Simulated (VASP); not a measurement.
A run of VASP 6.6.1:

The input INCAR:

```
SYSTEM = Cd
PREC     = Accurate       ! precision mode
ENCUT    = 520            ! plane-wave cutoff, eV
EDIFF    = 1E-6           ! SCF threshold, eV
ISMEAR   = 0              ! smearing method
SIGMA    = 0.1            ! smearing width, eV
LREAL    = .FALSE.        ! projectors in reciprocal space
LASPH    = .TRUE.         ! aspherical terms in the spheres
NELM     = 60             ! most SCF steps
ALGO     = Normal         ! electronic algorithm
ISIF     = 2              ! what is computed and relaxed
LWAVE    = .FALSE.        ! write WAVECAR
LCHARG   = .FALSE.        ! write CHGCAR
GGA      = PE             ! functional
NBANDS   = 12             ! bands
```

KPOINTS

```
Automatic mesh
0
G
  16 16 16
  0 0 0
```

File POSCAR:

```
Cd
1.0
    0.0000000000      2.2642429018      2.2642429018
    2.2642429018      0.0000000000      2.2642429018
    2.2642429018      2.2642429018      0.0000000000
Cd
1
Direct
    0.0000000000      0.0000000000      0.0000000000
```

Potentials or basis: VASP PAW PBE potentials, release 64 (Cd).

Run with:

```console
$ cat potpaw_PBE.64/Cd/POTCAR > POTCAR
$ mpirun -np 1 vasp_std > vasp.out
```

Hardware: 1 thread of Intel Xeon 8259CL, with other jobs on the host.

**Question.** Estimate the wall time of this run.

**Answer.** It took 33 s on 1 thread of Intel Xeon 8259CL (shared host), peak memory 0.16 GiB. Counts: scf iterations 11, k points 145.
